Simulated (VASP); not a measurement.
## LiNbO3: single point with PBE

LiNbO3:

```
Li Nb O
1.0
     2.73340    1.57813    4.59847
    -2.73340    1.57813    4.59847
     0.00000   -3.15626    4.59847
Li Nb O
2 2 6
Cartesian
  0.0000 0.0000 3.4489
  0.0000 0.0000 10.3466
  0.0000 0.0000 0.0000
  0.0000 0.0000 6.8977
  -0.6542 -1.5781 5.7481
  1.6938 0.2225 5.7481
  -1.0396 1.3556 5.7481
  0.6542 1.5781 8.0473
  -1.6938 -0.2225 8.0473
  1.0396 -1.3556 8.0473
```

* Program: VASP 6.6.1
* Task: single point
* Functional: PBE
* Potentials or basis: VASP PAW PBE potentials, release 64 (Li_sv, Nb_sv, O)
* Cutoff: 520 eV
* k mesh: 6 × 6 × 6
* Occupations: gaussian, width 0.05 eV
* Spin: no spin polarisation
* Dipole correction: no
* Further INCAR settings: ALGO = Normal; EDIFF = 1e-06; NBANDS = 45

* Largest force: 0.672 eV/Å
* Band gap on the k mesh: 2.18 eV (least direct gap 2.25 eV)

Forces on the atoms (eV/Å):
```
Li   0.000  0.000  0.000
Li   0.000  0.000  0.000
Nb   0.000  0.000  0.000
Nb   0.000  0.000  0.000
O    0.672  0.000  0.000
O   -0.336  0.582  0.000
O   -0.336 -0.582  0.000
O   -0.672  0.000  0.000
O    0.336 -0.582  0.000
O    0.336  0.582  0.000
```

Levels at points of the mesh, in eV from the valence-band top:
```
           k point  band 32  band 33  band 34  band 35  band 36  band 37
(0.00, 0.00, 0.00)    -0.22    -0.22     0.00     2.25     2.25     2.25
(0.50, 0.00, 0.00)    -0.20    -0.20    -0.20     3.62     3.62     3.62
(0.50, 0.50, 0.00)    -0.46    -0.28    -0.19     2.18     3.09     3.37
(0.50, 0.50, 0.50)    -0.33    -0.33    -0.33     3.50     3.50     3.84
```

Wall time 3.1 min on 1 thread of AMD EPYC 9R45 96-Core Processor (Zen 5), with other jobs on the host, peak memory 0.3 GiB.

 A k mesh can miss the band edges.
